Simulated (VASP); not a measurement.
A run of VASP 6.6.1 is set up as follows.

The input INCAR:

```
SYSTEM = Nb
ALGO     = Normal         ! electronic algorithm
EDIFF    = 1E-7           ! SCF threshold, eV
EDIFFG   = -0.01          ! ionic threshold
ENCUT    = 500            ! plane-wave cutoff, eV
GGA      = PS             ! functional
GGA_COMPAT= .False.      
IBRION   = 2              ! ionic algorithm
ISIF     = 3              ! what is computed and relaxed
ISMEAR   = 0              ! smearing method
LASPH    = .True.         ! aspherical terms in the spheres
LCHARG   = .False.        ! write CHGCAR
LREAL    = .False.        ! projectors in reciprocal space
LWAVE    = .False.        ! write WAVECAR
NELM     = 120            ! most SCF steps
NELMIN   = 4            
NSW      = 100            ! ionic steps
PREC     = Accurate       ! precision mode
SIGMA    = 0.1            ! smearing width, eV
```

Contents of KPOINTS:

```
k-points
0
Gamma
  28 28 28
  0 0 0
```

Contents of POSCAR:

```
Nb
1.0
   -1.3637225153      1.3637225153      2.3949242174
    1.3637225153     -1.3637225153      2.3949242174
    1.3637225153      1.3637225153     -2.3949242174
Nb
1
Direct
    0.0000000000      0.0000000000      0.0000000000
```

Potentials or basis: VASP PAW PBE potentials, release 64 (Nb_sv).

Launch:

```console
$ cat potpaw_PBE.64/Nb_sv/POTCAR > POTCAR
$ mpirun -np 1 vasp_std > vasp.out
```

(1) What does it give for the band gap on the k mesh?

Results:

(1) zero (an odd number of electrons rules out a gap without spin polarisation).
